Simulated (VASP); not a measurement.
A run of VASP 6.6.1 is set up as follows.

INCAR

```
  ALGO = Normal
  EDIFF = 1E-6
  ENCUT = 520
  GGA = PE
  ISIF = 2
  ISMEAR = -1
  LASPH = T
  LCHARG = F
  LREAL = F
  LWAVE = F
  NBANDS = 11
  NELM = 80
  PREC = Accurate
  SIGMA = 0.05
```

Contents of KPOINTS:

```
k-points
0
Gamma
  11 11 10
```

The input POSCAR:

```
Sr
1.0
    3.6133892631      0.0000000000      0.0000000000
   -1.8066946315      3.1292868956      0.0000000000
    0.0000000000      0.0000000000      3.3079160919
Sr
1
Direct
    0.0000000000      0.0000000000      0.0000000000
```

Potentials or basis: VASP PAW PBE potentials, release 64 (Sr_sv).

Run with:

```console
$ cat potpaw_PBE.64/Sr_sv/POTCAR > POTCAR
$ mpirun -np 1 vasp_std > vasp.out
```

(1) Estimate the band gap on the k mesh.

(2) What does it give for the pressure?

Answers

(1) zero (band 5 reaches 3.30 eV, above the bottom of band 6 at 2.86 eV).

(2) 7.0 GPa.
